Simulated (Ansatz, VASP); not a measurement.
**Two plane-wave programs on NiO**

File INCAR:

```
SYSTEM = NiO
PREC = Accurate
ENCUT = 520
EDIFF = 1E-6
ISMEAR = 0
SIGMA = 0.017
LREAL = .False.
LASPH = .True.
NELM = 120
ALGO = Normal
ISIF = 2
LWAVE = .False.
LCHARG = .False.
ISPIN = 2
MAGMOM = 1 0
LORBIT = 11
LMAXMIX = 4
GGA = PE
```

The input KPOINTS:

```
Automatic mesh
0
Gamma
  11 11 11
  0 0 0
```

Contents of POSCAR:

```
NiO
1.0
    0.0000000000      2.0859016414      2.0859016414
    2.0859016414      0.0000000000      2.0859016414
    2.0859016414      2.0859016414      0.0000000000
Ni O
1 1
Direct
    0.0000000000      0.0000000000      0.0000000000
    0.5000000000      0.5000000000      0.5000000000
```

input.yaml

```yaml
crystal:
  lattice:
    - [0.0, 2.0859016414, 2.0859016414]
    - [2.0859016414, 0.0, 2.0859016414]
    - [2.0859016414, 2.0859016414, 0.0]
  atoms:
    - { symbol: Ni, position: [0.0, 0.0, 0.0], spin: 1.0 }
    - { symbol: O, position: [0.5, 0.5, 0.5] }
hamiltonian:
  xc: pbe
  pseudopotentials: { kind: paw }
magnetization:
  spin_polarized: true
kpoints:
  mp_grid: { grid: [11, 11, 11] }
scf:
  occupations: { method: gaussian, width: 0.017 }
output:
  forces: true
  stress: true
  eigenvalues: true
  write_density: true
  write_potential: true
  elf: true
  volumetric_format: npy
```

Alike in both runs: task single point; functional PBE; k mesh 11 × 11 × 11; occupations gaussian, width 0.017 eV; collinear spin, ferromagnetic start.

|  | VASP | Ansatz |
| --- | --- | --- |
| version | VASP 6.6.1 | Ansatz 0.2.0 |
| potentials or method | VASP PAW PBE potentials, release 64 (Ni, O) | Ansatz PAW |
| plane-wave cutoff (eV) | 520 | 420 |
| valence electrons in the cell | 16 | 24 |

Ansatz gave:

* gap on the k mesh at the Fermi level (eV): none
* pressure (GPa): 6.3
* net moment per atom (μB): 0.90
* size of the moment on the site where the two differ most (μB): 0.29

Question: Estimate VASP's values.

Answer: gap on the k mesh at the Fermi level (eV): none; pressure (GPa): 6.1; net moment per atom (μB): 0.89; size of the moment on the site where the two differ most (μB): 0.28.

Site moments also hang on the region over which each program counts them. A gap of «none» marks a metal or a gap that the smearing closes. VASP's potentials hold 16 valence electrons a cell and Ansatz's 24, so a difference there can come from the potentials and not from the codes.
